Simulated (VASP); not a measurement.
**Bi: single point with PBE**

Bi:

```
Bi
1.0
     3.20987    0.00000    0.00000
     0.00000    3.20987    0.00000
     0.00000    0.00000    3.20987
Bi
1
Direct
  0.00000 0.00000 0.00000
```

This isn't the form of Bi at room conditions, which is rhombohedral.

```
Program             : VASP 6.6.1
Task                : single point
Functional          : PBE
Potentials or basis : VASP PAW PBE potentials, release 64 (Bi_d)
Cutoff              : 520 eV
k mesh              : 17 × 17 × 17
Occupations         : fermi-dirac, width 0.0612256 eV
Spin                : no spin polarisation
```

* Pressure: 3.2 GPa
* Band gap on the k mesh: zero (an odd number of electrons rules out a gap without spin polarisation)

Levels at points of the mesh, in eV from the Fermi level:
```csv
k point,band 3,band 4,band 5,band 6,band 7,band 8,band 9,band 10,band 11,band 12
"(0.00, 0.00, 0.00)",-22.65,-22.65,-22.65,-13.37,3.25,3.25,3.25,6.53,7.94,7.94
```

Run time: 46 s on 1 thread of Intel Xeon 8259CL (shared host), peak memory 0.19 GiB.

Caveat: the cell stands under pressure; spin-orbit coupling is left out, which moves the levels of the heavy elements.
